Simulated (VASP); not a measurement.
A run of VASP 6.6.1 is set up as follows.

The input INCAR:

```
SYSTEM = SiC
PREC = Accurate ; ENCUT = 520
EDIFF = 1E-6 ; ISMEAR = -1
SIGMA = 0.15 ; LREAL = .False.
LASPH = .True. ; NELM = 60
ALGO = Normal ; ISIF = 2
LWAVE = .False. ; LCHARG = .False.
GGA = PE ; NBANDS = 11
```

Contents of KPOINTS:

```
Automatic mesh
0
Gamma
  16 16 16
  0 0 0
```

POSCAR

```
SiC
1.0
    2.5954000000      0.0000000000      0.0000000000
    0.0000000000      2.5954000000      0.0000000000
    0.0000000000      0.0000000000      2.5954000000
Si C
1 1
Direct
    0.0000000000      0.0000000000      0.0000000000
    0.5000000000      0.5000000000      0.5000000000
```

Potentials or basis: VASP PAW PBE potentials, release 64 (Si, C).

Launch:

```sh
$ cat potpaw_PBE.64/Si/POTCAR potpaw_PBE.64/C/POTCAR > POTCAR
$ mpirun -np 1 vasp_std > vasp.out
```

What does it give for the pressure?

10.3 GPa.

Estimate the band gap on the k mesh.

zero (band 4 reaches 13.27 eV, above the bottom of band 5 at 9.15 eV).
